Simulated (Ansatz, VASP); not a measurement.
## ZnCd2S: VASP beside Ansatz

```
Zn Cd S
1.0
     2.87149    0.00000    0.00000
    -1.43574    2.48678    0.00000
     0.00000    0.00000   11.74106
Zn Cd S
1 2 1
Direct
  0.00000 0.00000 0.50000
  0.00000 0.00000 0.24205
  0.00000 0.00000 0.75795
  0.00000 0.00000 0.00000
```

Alike in both runs: functional PBE; k mesh 6 × 6 × 2; occupations gaussian, width 0.1 eV; no spin polarisation.

Ansatz relaxed the structure, and its values are those at the end. VASP's run is a single point on that final structure, the one shown.

|  | VASP | Ansatz |
| --- | --- | --- |
| version | VASP 6.6.1 | Ansatz 0.2.0 |
| potentials or method | VASP PAW PBE potentials, release 64 (Zn, Cd, S), cutoff 520 eV | scalar-relativistic, plane waves, PAW |
| valence electrons in the cell | 42 | 58 |

|  | VASP | Ansatz | Ansatz less VASP |
| --- | --- | --- | --- |
| gap on the k mesh at the Fermi level (eV) | none | none | - |
| pressure (GPa) | 0.4 | 0.2 | -0.26 |
| rms of the force components (eV/Å) | 0.016 | 0.013 | -0.0034 |

A gap of «none» marks a metal or a gap that the smearing closes. VASP's potentials hold 42 valence electrons a cell and Ansatz's 58, so a difference there can come from the potentials and not from the codes.

The k mesh is coarse, so the values compare programs but aren't converged.
